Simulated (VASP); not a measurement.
## MnSb: single point with PBE

Crystal: MnSb.

```
Sb Mn
1.0
     0.00000    2.79502    2.79502
     2.79502    0.00000    2.79502
     2.79502    2.79502    0.00000
Sb Mn
1 1
Direct
  0.50000 0.50000 0.50000
  0.00000 0.00000 0.00000
```

```
Program             : VASP 6.6.1
Task                : single point
Functional          : PBE
Potentials or basis : VASP PAW PBE potentials, release 64 (Sb_d_GW, Mn_sv)
Cutoff              : 680 eV
k mesh              : 7 × 7 × 7
Occupations         : fermi-dirac, width 0.05 eV
Spin                : collinear spin, ferromagnetic start
Starting moments    : [0.0, 6.0] μB
Fixed moment        : 6 μB
```

| Property | Result |
| --- | --- |
| Pressure | 16.1 GPa |
| Net moment | 6.00 μB per cell |
| Site moments | Sb +0.58; Mn +4.20 μB |
| Valence electrons inside the program's atomic spheres | Sb 12.86; Mn 12.81 |

Wall time 58 s on 1 thread of Intel(R) Xeon(R) Platinum 8488C (Sapphire Rapids) (shared host), peak memory 0.28 GiB.

Caveat: the cell stands under pressure; the total moment is fixed, so each spin has its own Fermi level and the state may be an excited one; a cell with one magnetic atom can't hold antiferromagnetic order, which such compounds often take.
